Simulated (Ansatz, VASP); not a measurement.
**One calculation of CsSbSI2, two programs**

```
Cs Sb S I
1.0
     6.32170    0.00000    0.00000
     0.00000    6.32170    0.00000
     0.00000    0.00000    5.08504
Cs Sb S I
1 1 1 2
Direct
  0.00000 0.00000 0.00000
  0.50000 0.50000 0.50000
  0.50000 0.50000 0.00000
  0.00000 0.50000 0.50000
  0.50000 0.00000 0.50000
```

Alike in both runs: task single point; functional LDA; k mesh 1 × 1 × 1; occupations gaussian, width 0.1 eV; no spin polarisation.

|  | VASP | Ansatz |
| --- | --- | --- |
| version | VASP 6.6.1 | Ansatz 0.2.0 |
| potentials or method | VASP PAW LDA potentials, release 64 (Cs_sv, Sb, S, I), cutoff 520 eV | scalar-relativistic, plane waves, PAW |
| valence electrons in the cell | 34 | 64 |

```csv
,VASP,Ansatz,Ansatz less VASP
pressure (GPa),-0.4,-0.4,-0.03
"traceless stress, the component that is largest in VASP (GPa)",5.11,5.06,-0.042
```

LDA's correlation is that of Perdew and Zunger in VASP and of Perdew and Wang (1992) in Ansatz. VASP's potentials hold 34 valence electrons a cell and Ansatz's 64, so a difference there can come from the potentials and not from the codes.

The k mesh is coarse, so the values compare programs but aren't converged. Spin-orbit coupling is off throughout.
